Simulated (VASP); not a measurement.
# Ni (Fm-3m) in VASP: a series of runs, part 2 of 2

VASP 6.6.1. The steps go on from the part before.

**3. Single point, BLYP, collinear spin, ferromagnetic start (11.90 Å³/atom)**

This run uses another cell than the first one, of 11.90 Å³/atom.

INCAR reads:

```
  PREC = Accurate
  ENCUT = 520
  EDIFF = 1E-7
  ISMEAR = -1
  SIGMA = 0.05
  LREAL = False
  LASPH = True
  NELM = 150
  ALGO = Normal
  ISIF = 2
  LWAVE = False
  LCHARG = False
  ISPIN = 2
  MAGMOM = 0.657
  LORBIT = 11
  LMAXMIX = 4
  GGA = B5
  ALDAX = 1.0
  AGGAX = 1.0
  AGGAC = 1.0
  ALDAC = 0.0
  NBANDS = 15
```

KPOINTS reads:

```
regular mesh
0
Gamma
  25 25 25
```

POSCAR reads:

```
Ni
1.0
    0.0000000000      1.8122193337      1.8122193337
    1.8122193337      0.0000000000      1.8122193337
    1.8122193337      1.8122193337      0.0000000000
Ni
1
Direct
    0.0000000000      0.0000000000      0.0000000000
```

Potentials or basis: VASP PAW PBE potentials, release 64 (Ni).

Started as:

```
> cat potpaw_PBE.64/Ni/POTCAR > POTCAR
> mpirun -np 1 vasp_std > vasp.out
```

OUTCAR:

```text
PREC = Accurate
   ENCUT = 520
   EDIFF = 1E-7
   ISMEAR = -1
   LREAL = False
   LASPH = True
   NELM = 150
   ISIF = 2
   ISPIN = 2
   LORBIT = 11
   GGA = B5

 ion  position               nearest neighbor table
   1  0.000  0.000  0.000-

  LATTYP: Found a face centered cubic cell.
 ALAT       =     3.6244386674

  Lattice vectors:

 A1 = (   0.0000000000,   1.8122193337,   1.8122193337)
 A2 = (   1.8122193337,   0.0000000000,   1.8122193337)
 A3 = (   1.8122193337,   1.8122193337,   0.0000000000)

Analysis of symmetry for initial positions (statically):
=====================================================================
 Subroutine PRICEL returns:
 Original cell was already a primitive cell.

 Routine SETGRP: Setting up the symmetry group for a
 face centered cubic supercell.

 Subroutine GETGRP returns: Found 48 space group operations
 (whereof 48 operations were pure point group operations)
 out of a pool of 48 trial point group operations.

The static configuration has the point symmetry O_h .

Analysis of symmetry for dynamics (positions and initial velocities):
=====================================================================
 Subroutine PRICEL returns:
[... 623 lines left out ...]
      7      31.7972      0.00000
      8      34.7888      0.00000
      9      34.7888      0.00000
     10      34.7888      0.00000
     11      37.7061      0.00000
     12      37.7061      0.00000
     13      37.7061      0.00000
     14      41.1050      0.00000
[... 403 lines left out ...]
      4       7.8089      1.00000
      5       8.6908      0.14817
      6       8.8518      0.00690
      7      15.3135      0.00000
      8      30.2844      0.00000
      9      30.9555      0.00000
     10      31.7781      0.00000
     11      35.5402      0.00000
     12      36.1257      0.00000
     13      40.6169      0.00000
     14      49.3076      0.00000
     15      51.6157      0.00000

 [... further k-points ...]
[... 5 lines left out ...]
  --------------------------------------------------------------------------------------
  -------------------------------------------------------------------------------------
  Total       -0.4325572     -0.4325572     -0.4325572     -0.0000000      0.0000000      0.0000000
  in kB      -58.2226345    -58.2226345    -58.2226345     -0.0000000      0.0000000      0.0000000
  external PRESSURE =     -58.2226345 kB  Pullay stress =       0.0000000 kB

 VOLUME and BASIS-vectors are now :
 -----------------------------------------------------------------------------
  energy-cutoff  :      520.00
  volume of cell :       11.90
      direct lattice vectors                 reciprocal lattice vectors
     0.000000000  1.812219334  1.812219334    -0.275904793  0.275904793  0.275904793
     1.812219334  0.000000000  1.812219334     0.275904793 -0.275904793  0.275904793
     1.812219334  1.812219334  0.000000000     0.275904793  0.275904793 -0.275904793

 POSITION                                       TOTAL-FORCE (eV/Angst)
 -----------------------------------------------------------------------------------
      0.00000      0.00000      0.00000        -0.000000     -0.000000     -0.000000
 -----------------------------------------------------------------------------------
    total drift:                                0.000000     -0.000000      0.000000

  FREE ENERGIE OF THE ION-ELECTRON SYSTEM (eV)
  ---------------------------------------------------
  free  energy   TOTEN  =        -4.6063877409 eV

  energy  without entropy=       -4.5907325195  energy(sigma->0) =       -4.59856013

 total charge

# of ion       s       p       d       tot
------------------------------------------
    1        0.466   0.411   8.336   9.212

 magnetization (x)

# of ion       s       p       d       tot
------------------------------------------
    1       -0.007  -0.022   0.663   0.634
```

stdout:

```text
POSCAR found type information on POSCAR Ni
 POSCAR found :  1 types and       1 ions
 scaLAPACK will be used
 -----------------------------------------------------------------------------
|                                                                             |
|                                                                             |
|     You enforced a specific xc type in the INCAR file but a different       |
|     I HOPE YOU KNOW WHAT YOU ARE DOING!                                     |
|                                                                             |
 -----------------------------------------------------------------------------

 LDA part: xc-table for (Slater(with rela. corr.)+VWN5), standard interpolation
 POSCAR, INCAR and KPOINTS ok, starting setup
 FFT: planning ... GRIDC
 FFT: planning ... GRID_SOFT
 FFT: planning ... GRID
 WAVECAR not read
 entering main loop
```

Run time: 2.6 min. Hardware: 1 thread of Intel Xeon Platinum 8259CL at 2.50GHz (Skylake/Cascade Lake), shared host; peak memory 0.23 GiB.

What came out:

- Free energy: -4.6064 eV
- Pressure: -5.8 GPa
- Net moment: 0.62 μB per cell
- Site moments: Ni +0.63 μB
- Valence electrons inside the program's atomic spheres: Ni 9.21

Caveat: the cell stands under tension; the PAW data sets were made with another functional, which shifts forces and pressure a little.
